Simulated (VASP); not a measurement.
Here is a VASP 6.6.1 calculation.

Contents of INCAR:

```
SYSTEM = MoS2
PREC = Accurate
ENCUT = 520
EDIFF = 1E-6
ISMEAR = 0
SIGMA = 0.02
LREAL = .FALSE.
LASPH = .TRUE.
NELM = 80
ALGO = Normal
ISIF = 2
LWAVE = .FALSE.
LCHARG = .FALSE.
GGA = PE
IVDW = 12
NBANDS = 35
```

KPOINTS

```
regular mesh
0
G
  12 12 4
  0 0 0
```

Contents of POSCAR:

```
MoS2
1.0
    3.1492399692      0.0000000000      0.0000000000
   -1.5746199846      2.7273218159      0.0000000000
    0.3627743033      0.0000000000     12.0924767773
Mo S
2 4
Direct
    0.6692844046      0.3385688093      0.2500000000
    0.3307155954      0.6614311907      0.7500000000
    0.3219850850      0.6718958946      0.3794666968
    0.6500891904      0.3281041054      0.8794666968
    0.3499108096      0.6718958946      0.1205333032
    0.6780149150      0.3281041054      0.6205333032
```

Potentials or basis: VASP PAW PBE potentials, release 64 (Mo_sv, S).

Launch:

```sh
$ cat potpaw_PBE.64/Mo_sv/POTCAR potpaw_PBE.64/S/POTCAR > POTCAR
$ mpirun -np 1 vasp_std > vasp.out
```

Task: What does it give for the largest force?

Result: 0.014 eV/Å.

Task: Estimate the dispersion energy per atom.

Result: -0.437 eV.

Task: Predict the pressure.

Result: -0.1 GPa.

Task: What does it give for the band gap on the k mesh?

Result: 0.80 eV (least direct gap 1.71 eV).

Stress tensor (GPa, compression positive):
```
-0.11  0.00 -0.62
 0.00 -0.07  0.00
-0.62  0.00 -0.08
```

Caveat: the cell differs from its parent crystal (shear of c along a, cell held: +3.0 %, then relaxed in part). A k mesh can miss the band edges.
